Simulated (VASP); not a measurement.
# RbCaH3 (R3m) in VASP: a series of runs

RbCaH3 is run at these levels: LDA; tasks: single point.

Program: VASP 6.6.1. These are calculated values, not measurements. Logs are shortened: lines on timing, memory, paths and dates and some standing lists are left out, and cuts for length are marked.

### Step 1. The cell of the first run

The structure is trigonal, space group R3m (No. 160). The conventional cell has a = 6.430 Å, b = 6.430 Å, c = 7.876 Å, α = 90.00°, β = 90.00°, γ = 120.00°. Rb (site symmetry 3m) has 12 H at 3.13 to 3.30 Å and 8 Ca at 3.84 to 4.04 Å within 4.1 Å. Within 3.0 Å of Ca (site symmetry 3m) lie 6 H at 2.27 Å. Within 3.0 Å of H (site symmetry m) lie 2 Ca at 2.27 Å.

### Step 2. Single point, LDA (all Rb atoms moved -0.100 Å, as atom 1 along Cartesian [1 1 1])

The input, INCAR:

```
SYSTEM = RbCaH3
PREC     = Accurate       ! precision mode
ENCUT    = 520            ! plane-wave cutoff, eV
EDIFF    = 1E-6           ! SCF threshold, eV
ISMEAR   = 0              ! smearing method
SIGMA    = 0.05           ! smearing width, eV
LREAL    = .FALSE.        ! projectors in reciprocal space
LASPH    = .TRUE.         ! aspherical terms in the spheres
NELM     = 80             ! most SCF steps
ALGO     = Normal         ! electronic algorithm
ISIF     = 2              ! what is computed and relaxed
LWAVE    = .FALSE.        ! write WAVECAR
LCHARG   = .TRUE.         ! write CHGCAR
GGA      = CA             ! functional
LELF     = .TRUE.         ! ELF
LVHAR    = .TRUE.       
NBANDS   = 19             ! bands
```

The input, KPOINTS:

```
regular mesh
0
G
  6 6 6
  0 0 0
```

The input, POSCAR:

```
RbCaH3
1.0
    4.5470000000      0.0000000000      0.0000000000
    0.0000000000      4.5470000000      0.0000000000
    0.0000000000      0.0000000000      4.5470000000
Rb Ca H
1 1 3
Direct
   -0.0126973888     -0.0126973888     -0.0126973888
    0.5000000000      0.5000000000      0.5000000000
    0.0000000000      0.5000000000      0.5000000000
    0.5000000000      0.0000000000      0.5000000000
    0.5000000000      0.5000000000      0.0000000000
```

Potentials or basis: VASP PAW LDA potentials, release 64 (Rb_sv, Ca_sv, H).

Launch:

```sh
$ cat potpaw_LDA.64/Rb_sv/POTCAR potpaw_LDA.64/Ca_sv/POTCAR potpaw_LDA.64/H/POTCAR > POTCAR
$ mpirun -np 1 vasp_std > vasp.out
```

OUTCAR:

```text
SYSTEM = RbCaH3
   PREC = Accurate
   ENCUT = 520
   EDIFF = 1E-6
   ISMEAR = 0
   LREAL = .FALSE.
   LASPH = .TRUE.
   NELM = 80
   ISIF = 2
   GGA = CA

 ion  position               nearest neighbor table
   1  0.987  0.987  0.987-   3 3.13   4 3.13   5 3.13   5 3.22   3 3.22   4 3.22   4 3.22   5 3.22
                             3 3.22   4 3.30   3 3.30   5 3.30   2 3.84   2 3.91   2 3.91   2 3.91
   2  0.500  0.500  0.500-   1 3.84   1 3.91   1 3.91   1 3.91   1 3.97   1 3.97   1 3.97   1 4.04

   3  0.000  0.500  0.500-   1 3.13   1 3.22   1 3.22   1 3.30
   4  0.500  0.000  0.500-   1 3.13   1 3.22   1 3.22   1 3.30
   5  0.500  0.500  0.000-   1 3.13   1 3.22   1 3.22   1 3.30

  LATTYP: Found a simple cubic cell.
 ALAT       =     4.5470000000

  Lattice vectors:

 A1 = (   4.5470000000,   0.0000000000,   0.0000000000)
 A2 = (   0.0000000000,   4.5470000000,   0.0000000000)
 A3 = (   0.0000000000,   0.0000000000,   4.5470000000)

Analysis of symmetry for initial positions (statically):
=====================================================================
 Subroutine PRICEL returns:
 Original cell was already a primitive cell.

 Routine SETGRP: Setting up the symmetry group for a
 simple cubic supercell.

 Subroutine GETGRP returns: Found  6 space group operations
 (whereof  6 operations were pure point group operations)
 out of a pool of 48 trial point group operations.

The static configuration has the point symmetry C_3v.

Analysis of symmetry for dynamics (positions and initial velocities):
=====================================================================
 Subroutine PRICEL returns:
 Original cell was already a primitive cell.

 Routine SETGRP: Setting up the symmetry group for a
 simple cubic supercell.

 Subroutine GETGRP returns: Found  6 space group operations
 (whereof  6 operations were pure point group operations)
 out of a pool of 48 trial point group operations.

The dynamic configuration has the point symmetry C_3v.

 Subroutine INISYM returns: Found  6 space group operations
 (whereof  6 operations are pure point group operations),
 and found     1 'primitive' translations

----------------------------------------------------------------------------------------

                                     Primitive cell
[... 91 lines left out ...]
   ISPIN  =      1    spin polarized calculation?
   LNONCOLLINEAR =      F non collinear calculations
   LSORBIT =      F    spin-orbit coupling
   LASPH  =      T    aspherical Exc in radial PAW
   ENCUT  =  520.0 eV  38.22 Ry    6.18 a.u.   8.45  8.45  8.45*2*pi/ulx,y,z
   NELM   =     80;   NELMIN=  2; NELMDL= -5     # of ELM steps
   EDIFF  = 0.1E-05   stopping-criterion for ELM
   LREAL  =      F    real-space projection
   EDIFFG = 0.1E-04   stopping-criterion for IOM
   NSW    =      0    number of steps for IOM
   IBRION =     -1    ionic relax: 0-MD 1-quasi-New 2-CG
   NFREE  =      0    steps in history (QN), initial steepest desc. (CG)
   ISIF   =      2    stress and relaxation
   ISYM   =      2    0-nonsym 1-usesym 2-fastsym
   POTIM  = 0.5000    time-step for ionic-motion
   TEBEG  =    0.0;   TEEND  =   0.0 temperature during run
   PSTRESS=    0.0 pullay stress
   NELECT =      22.0000    total number of electrons
   NUPDOWN=      -1.0000    fix difference up-down
   EMIN   =  10.00;   EMAX   =-10.00  energy-range for DOS
   EFERMI =   0.00;   METHOD = LEGACY
   ISMEAR =     0;   SIGMA  =   0.05  broadening in eV -4-tet -1-fermi 0-gaus
   EFERMI_NEDOS =   21; number of points for ismear=-14 and -15
   IALGO  =     38    algorithm
   IMIX   =      4    mixing-type and parameters
     AMIX     =   0.40;   BMIX     =  1.00
     AMIX_MAG =   1.60;   BMIX_MAG =  1.00
  volume/ion in A,a.u.               =      18.80       126.88
  Fermi-wavevector in a.u.,A,eV,Ry     =   1.008844  1.906439 13.847556  1.017767
  Thomas-Fermi vector in A             =   2.141736
   LORBIT       =      0    0 simple, 1 ext, 2 COOP (PROOUT), +10 PAW based schemes
   GGA     = CA    functional components
   LHFCALC =     F    Hartree Fock is set to
   AEXX    =    0.0000 exact exchange contribution
   IVDW    =     0    specifies the selected vdW correction
   LEPSILON=     F    determine dielectric tensor
   LRPA    =     F    only Hartree local field effects (RPA)
 non-spin polarized calculation
 Gauss-broadening in eV      SIGMA  =   0.05
  energy-cutoff  :      520.00
  volume of cell :       94.01
 maximum number of plane-waves:      2560
 NGX is ok and might be reduce to    36
   NGX = 17   NGY = 17   NGZ = 17

 number of electron      22.0000000 magnetization

 Free energy of the ion-electron system (eV)
  ---------------------------------------------------
  ext. energy  EPLUGINS =         0.00000000
  ---------------------------------------------------
  free energy    TOTEN  =       -15.80702216 eV

  energy without entropy =      -15.80702216  energy(sigma->0) =      -15.80702216

 E-fermi :  -1.1494     XC(G=0):  -8.1992

 val. band max:       -1.4372040993   @ k =   0.5000   0.5000   0.0000
 cond. band min:       1.4889568862   @ k =   0.5000   0.5000   0.0000
 fundamental gap:      2.9261609856
 Fermi energy:        -1.1493560692

 k-point     1 :       0.0000    0.0000    0.0000
  band No.  band energies     occupation
      1     -39.5599      2.00000
      2     -26.6182      2.00000
      3     -20.8764      2.00000
      4     -20.8759      2.00000
      5     -20.8759      2.00000
      6     -10.7452      2.00000
[... 505 lines left out ...]
      6     -10.9020      2.00000
[... 11 lines left out ...]
     18       6.4262      0.00000
     19       6.6657      0.00000

 [... further k-points ...]
[... 5 lines left out ...]
  --------------------------------------------------------------------------------------
  -------------------------------------------------------------------------------------
  Total       -1.3836980     -1.3836980     -1.3836980      0.0127107      0.0127107      0.0127107
  in kB      -23.5818041    -23.5818041    -23.5818041      0.2166229      0.2166229      0.2166229
  external PRESSURE =     -23.5818041 kB  Pullay stress =       0.0000000 kB

 VOLUME and BASIS-vectors are now :
 -----------------------------------------------------------------------------
  energy-cutoff  :      520.00
  volume of cell :       94.01
      direct lattice vectors                 reciprocal lattice vectors
     4.547000000  0.000000000  0.000000000     0.219925225  0.000000000  0.000000000
     0.000000000  4.547000000  0.000000000     0.000000000  0.219925225  0.000000000
     0.000000000  0.000000000  4.547000000     0.000000000  0.000000000  0.219925225

 POSITION                                       TOTAL-FORCE (eV/Angst)
 -----------------------------------------------------------------------------------
      4.48926      4.48926      4.48926         0.049042      0.049042      0.049042
      2.27350      2.27350      2.27350        -0.047847     -0.047847     -0.047847
      0.00000      2.27350      2.27350        -0.015189      0.006997      0.006997
      2.27350      0.00000      2.27350         0.006997     -0.015189      0.006997
      2.27350      2.27350      0.00000         0.006997      0.006997     -0.015189
 -----------------------------------------------------------------------------------
    total drift:                               -0.000017     -0.000017     -0.000017

  FREE ENERGIE OF THE ION-ELECTRON SYSTEM (eV)
  ---------------------------------------------------
  free  energy   TOTEN  =       -15.8070221614 eV

  energy  without entropy=      -15.8070221614  energy(sigma->0) =      -15.80702216
```

stdout:

```text
POSCAR found type information on POSCAR RbCaH
 POSCAR found :  3 types and       5 ions
 scaLAPACK will be used
 LDA part: xc-table for (Slater(with rela. corr.)+CA(PZ))
 , standard interpolation
 POSCAR, INCAR and KPOINTS ok, starting setup
 FFT: planning ... GRIDC
 FFT: planning ... GRID_SOFT
 FFT: planning ... GRID
 WAVECAR not read
 entering main loop
```

Run time: 30 s. Hardware: 1 thread of Intel Xeon Platinum 8375C at 2.90GHz (Ice Lake), shared host; peak memory 0.21 GiB.

What came out:

```
Free energy            : -15.8070 eV
Pressure               : -2.4 GPa
Largest force          : 0.085 eV/Å
Band gap on the k mesh : 2.93 eV, direct
```

Forces on the atoms (eV/Å):
```
Rb   0.049  0.049  0.049
Ca  -0.048 -0.048 -0.048
H   -0.015  0.007  0.007
H    0.007 -0.015  0.007
H    0.007  0.007 -0.015
```

Caveat: the cell differs from its parent crystal (all Rb atoms moved -0.100 Å, as atom 1 along Cartesian [1 1 1]). A k mesh can miss the band edges.

### Step 3. Single point, LDA (all Rb atoms moved +0.075 Å, as atom 1 along Cartesian [1 1 1])

The input, INCAR:

```
SYSTEM = RbCaH3
PREC = Accurate
ENCUT = 520
EDIFF = 1E-7
ISMEAR = 0
SIGMA = 0.05
LREAL = .FALSE.
LASPH = .TRUE.
NELM = 60
ALGO = Normal
ISIF = 2
LWAVE = .FALSE.
LCHARG = .TRUE.
LELF = .TRUE.
LVHAR = .TRUE.
NBANDS = 19
```

The input, KPOINTS:

```
Automatic mesh
0
G
  6 6 6
  0 0 0
```

Edit POSCAR of step 2 so:

```diff
@@ -8,3 +8,3 @@
 Direct
-   -0.0126973888     -0.0126973888     -0.0126973888
+    0.0095230416      0.0095230416      0.0095230416
     0.5000000000      0.5000000000      0.5000000000
```

Potentials or basis: VASP PAW LDA potentials, release 64 (Rb_sv, Ca_sv, H).

Launch:

```sh
$ cat potpaw_LDA.64/Rb_sv/POTCAR potpaw_LDA.64/Ca_sv/POTCAR potpaw_LDA.64/H/POTCAR > POTCAR
$ mpirun -np 1 vasp_std > vasp.out
```

Wall time 34 s (1 thread of Intel Xeon Platinum 8375C at 2.90GHz (Ice Lake), shared host); peak memory 0.21 GiB.

The run converged. Its results:

```
Free energy            : -15.8089 eV
Pressure               : -2.4 GPa
Largest force          : 0.063 eV/Å
Band gap on the k mesh : 2.93 eV, direct
```

Forces in eV/Å, atoms in the order of the input:
```
Rb  -0.037 -0.037 -0.037
Ca   0.036  0.036  0.036
H    0.011 -0.005 -0.005
H   -0.005  0.011 -0.005
H   -0.005 -0.005  0.011
```

Levels at points of the mesh, in eV from the valence-band top:
| k point | band 7 | band 8 | band 9 | band 10 | band 11 | band 12 | band 13 | band 14 | band 15 | band 16 |
| --- | --- | --- | --- | --- | --- | --- | --- | --- | --- | --- |
| (0.00, 0.00, 0.00) | -9.31 | -9.31 | -2.81 | -0.38 | -0.38 | 5.89 | 5.90 | 5.90 | 7.08 | 7.08 |
| (0.50, 0.00, 0.00) | -9.30 | -9.29 | -1.52 | -0.73 | -0.13 | 5.38 | 5.41 | 5.71 | 6.01 | 6.17 |
| (0.50, 0.50, 0.00) | -9.46 | -9.28 | -1.17 | 0.00 | 0.00 | 2.93 | 4.82 | 4.82 | 5.58 | 6.24 |
| (0.50, 0.50, 0.50) | -9.43 | -9.43 | -0.20 | -0.20 | -0.20 | 4.21 | 4.21 | 4.22 | 5.48 | 6.28 |

Caveat: the cell differs from its parent crystal (all Rb atoms moved +0.075 Å, as atom 1 along Cartesian [1 1 1]).

### Step 4. Single point, LDA (all Rb atoms moved -0.050 Å, as atom 1 along Cartesian [1 1 1])

The input, INCAR:

```
  PREC = Accurate
  ENCUT = 520
  EDIFF = 1E-7
  ISMEAR = 0
  SIGMA = 0.05
  LREAL = F
  LASPH = T
  NELM = 80
  ALGO = Normal
  ISIF = 2
  LWAVE = F
  LCHARG = F
  GGA = CA
  NBANDS = 19
```

The input, KPOINTS:

```
regular mesh
0
Gamma
  6 6 6
```

Edit POSCAR of step 3 so:

```diff
@@ -8,3 +8,3 @@
 Direct
-    0.0095230416      0.0095230416      0.0095230416
+   -0.0063486944     -0.0063486944     -0.0063486944
     0.5000000000      0.5000000000      0.5000000000
```

Potentials or basis: VASP PAW LDA potentials, release 64 (Rb_sv, Ca_sv, H).

Launch:

```sh
$ cat potpaw_LDA.64/Rb_sv/POTCAR potpaw_LDA.64/Ca_sv/POTCAR potpaw_LDA.64/H/POTCAR > POTCAR
$ mpirun -np 1 vasp_std > vasp.out
```

OUTCAR:

```text
PREC = Accurate
   ENCUT = 520
   EDIFF = 1E-7
   ISMEAR = 0
   LREAL = F
   LASPH = T
   NELM = 80
   ISIF = 2
   GGA = CA

 ion  position               nearest neighbor table
   1  0.994  0.994  0.994-   3 3.17   4 3.17   5 3.17   5 3.22   3 3.22   4 3.22   4 3.22   5 3.22
                             3 3.22   4 3.26   3 3.26   5 3.26   2 3.89   2 3.92   2 3.92   2 3.92
   2  0.500  0.500  0.500-   1 3.89   1 3.92   1 3.92   1 3.92   1 3.95   1 3.95   1 3.95   1 3.99

   3  0.000  0.500  0.500-   1 3.17   1 3.22   1 3.22   1 3.26
   4  0.500  0.000  0.500-   1 3.17   1 3.22   1 3.22   1 3.26
   5  0.500  0.500  0.000-   1 3.17   1 3.22   1 3.22   1 3.26

  LATTYP: Found a simple cubic cell.
 ALAT       =     4.5470000000

  Lattice vectors:

 A1 = (   4.5470000000,   0.0000000000,   0.0000000000)
 A2 = (   0.0000000000,   4.5470000000,   0.0000000000)
 A3 = (   0.0000000000,   0.0000000000,   4.5470000000)

Analysis of symmetry for initial positions (statically):
=====================================================================
 Subroutine PRICEL returns:
 Original cell was already a primitive cell.

 Routine SETGRP: Setting up the symmetry group for a
 simple cubic supercell.

[... 170 lines left out ...]

  energy without entropy =      -15.81018916  energy(sigma->0) =      -15.81018916

 E-fermi :  -1.1001     XC(G=0):  -8.2002

 val. band max:       -1.4371296971   @ k =   0.5000   0.5000   0.0000
 cond. band min:       1.4872895244   @ k =   0.5000   0.5000   0.0000
 fundamental gap:      2.9244192216
 Fermi energy:        -1.1000930507

 k-point     1 :       0.0000    0.0000    0.0000
  band No.  band energies     occupation
      1     -39.5592      2.00000
      2     -26.6196      2.00000
      3     -20.8754      2.00000
      4     -20.8752      2.00000
      5     -20.8752      2.00000
      6     -10.7453      2.00000
[... 505 lines left out ...]
      6     -10.9027      2.00000
[... 11 lines left out ...]
     18       6.4263      0.00000
     19       6.6712      0.00000

 [... further k-points ...]
[... 5 lines left out ...]
  --------------------------------------------------------------------------------------
  -------------------------------------------------------------------------------------
  Total       -1.3910387     -1.3910387     -1.3910387      0.0031838      0.0031838      0.0031838
  in kB      -23.7069094    -23.7069094    -23.7069094      0.0542610      0.0542610      0.0542610
  external PRESSURE =     -23.7069094 kB  Pullay stress =       0.0000000 kB

 VOLUME and BASIS-vectors are now :
 -----------------------------------------------------------------------------
  energy-cutoff  :      520.00
  volume of cell :       94.01
      direct lattice vectors                 reciprocal lattice vectors
     4.547000000  0.000000000  0.000000000     0.219925225  0.000000000  0.000000000
     0.000000000  4.547000000  0.000000000     0.000000000  0.219925225  0.000000000
     0.000000000  0.000000000  4.547000000     0.000000000  0.000000000  0.219925225

 POSITION                                       TOTAL-FORCE (eV/Angst)
 -----------------------------------------------------------------------------------
      4.51813      4.51813      4.51813         0.024225      0.024225      0.024225
      2.27350      2.27350      2.27350        -0.023863     -0.023863     -0.023863
      0.00000      2.27350      2.27350        -0.007599      0.003618      0.003618
      2.27350      0.00000      2.27350         0.003618     -0.007599      0.003618
      2.27350      2.27350      0.00000         0.003618      0.003618     -0.007599
 -----------------------------------------------------------------------------------
    total drift:                                0.000001      0.000001      0.000001

  FREE ENERGIE OF THE ION-ELECTRON SYSTEM (eV)
  ---------------------------------------------------
  free  energy   TOTEN  =       -15.8101891585 eV

  energy  without entropy=      -15.8101891585  energy(sigma->0) =      -15.81018916
```

Run time: 33 s. Hardware: 1 thread of Intel Xeon Platinum 8375C at 2.90GHz (Ice Lake), shared host; peak memory 0.21 GiB.

Results:

| Quantity | Value |
| --- | --- |
| Free energy | -15.8102 eV |
| Pressure | -2.4 GPa |
| Largest force | 0.042 eV/Å |
| Band gap on the k mesh | 2.92 eV, direct |

Forces in eV/Å, atoms in the order of the input:
```
Rb   0.024  0.024  0.024
Ca  -0.024 -0.024 -0.024
H   -0.008  0.004  0.004
H    0.004 -0.008  0.004
H    0.004  0.004 -0.008
```

Caveat: the cell differs from its parent crystal (all Rb atoms moved -0.050 Å, as atom 1 along Cartesian [1 1 1]).

### Step 5. Single point, LDA (all Rb atoms moved +0.025 Å, as atom 1 along Cartesian [1 1 1])

The input, INCAR:

```
SYSTEM = RbCaH3
PREC = Accurate ; ENCUT = 520
EDIFF = 1E-6 ; ISMEAR = 0
SIGMA = 0.05 ; LREAL = .FALSE.
LASPH = .TRUE. ; NELM = 100
ALGO = Normal ; ISIF = 2
LWAVE = .FALSE. ; LCHARG = .FALSE.
NBANDS = 19
```

The input, KPOINTS:

```
regular mesh
0
G
  6 6 6
  0 0 0
```

Edit POSCAR of step 4 so:

```diff
@@ -8,3 +8,3 @@
 Direct
-   -0.0063486944     -0.0063486944     -0.0063486944
+    0.0031743472      0.0031743472      0.0031743472
     0.5000000000      0.5000000000      0.5000000000
```

Launch:

```sh
$ cat potpaw_LDA.64/Rb_sv/POTCAR potpaw_LDA.64/Ca_sv/POTCAR potpaw_LDA.64/H/POTCAR > POTCAR
$ mpirun -np 1 vasp_std > vasp.out
```

Wall time 30 s (1 thread of Intel Xeon Platinum 8375C at 2.90GHz (Ice Lake), shared host); peak memory 0.2 GiB.

Results (log left out):

- Free energy: -15.8110 eV
- Pressure: -2.4 GPa
- Largest force: 0.021 eV/Å
- Band gap on the k mesh: 2.92 eV, direct

Forces in eV/Å, atoms in the order of the input:
```
Rb  -0.012 -0.012 -0.012
Ca   0.012  0.012  0.012
H    0.004 -0.002 -0.002
H   -0.002  0.004 -0.002
H   -0.002 -0.002  0.004
```

Levels at points of the mesh, in eV from the valence-band top:
```tsv
k point	band 9	band 10	band 11	band 12	band 13	band 14
(0.00, 0.00, 0.00)	-2.81	-0.38	-0.38	5.89	5.89	5.89
(0.50, 0.00, 0.00)	-1.52	-0.73	-0.13	5.41	5.41	5.68
(0.50, 0.50, 0.00)	-1.17	0.00	0.00	2.92	4.82	4.82
(0.50, 0.50, 0.50)	-0.20	-0.20	-0.20	4.21	4.21	4.21
```

Caveat: the cell differs from its parent crystal (all Rb atoms moved +0.025 Å, as atom 1 along Cartesian [1 1 1]).
